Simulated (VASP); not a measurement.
Wanted: the native input for a VASP 6.6.1 run.

```
Task                   : single point
Functional             : PBEsol
Potentials or basis    : VASP PAW PBE potentials, release 64 (Hg, Te)
Cutoff                 : 500 eV
k mesh                 : 4 × 4 × 4
Occupations            : fermi-dirac, width 0.1 eV
Spin                   : no spin polarisation
Dipole correction      : no
Further INCAR settings : ALGO = Normal; EDIFF = 1e-06; NBANDS = 26
```

The structure of HgTe lies in POSCAR:

```
HgTe
1.0
    2.9925180000     -3.4669290000      0.0000000000
    2.9925180000      3.4669290000      0.0000000000
    0.0000000000      0.0000000000      5.7981570000
Hg Te
2 2
Direct
    0.3430500000      0.6569500000      0.7500000000
    0.6569500000      0.3430500000      0.2500000000
    0.7848090000      0.2151910000      0.7500000000
    0.2151910000      0.7848090000      0.2500000000
```

One way to write it, as run:

INCAR

```
  PREC = Accurate
  ENCUT = 500
  EDIFF = 1E-6
  ISMEAR = -1
  SIGMA = 0.1
  LREAL = F
  LASPH = T
  NELM = 120
  ALGO = Normal
  ISIF = 2
  LWAVE = F
  LCHARG = T
  GGA = PS
  LELF = T
  LVHAR = T
  NBANDS = 26
  GGA_COMPAT = F
```

KPOINTS

```
regular mesh
0
Gamma
  4 4 4
```

Potentials or basis: VASP PAW PBE potentials, release 64 (Hg, Te).

Command:

```bash
$ cat potpaw_PBE.64/Hg/POTCAR potpaw_PBE.64/Te/POTCAR > POTCAR
$ mpirun -np 1 vasp_std > vasp.out
```

It gave:

```json
{
  "Pressure": "-3.1 GPa",
  "Largest force": "0.137 eV/Å",
  "Band gap on the k mesh": "zero (bands 18 and 19 overlap by 2.07 eV)"
}
```

Caveat: the cell stands under tension; the PAW data sets were made with another functional, which shifts forces and pressure a little; spin-orbit coupling is left out, which moves the levels of the heavy elements.

It took 95 s on 1 thread of Intel Xeon 8259CL, with other jobs on the host, peak memory 0.25 GiB.
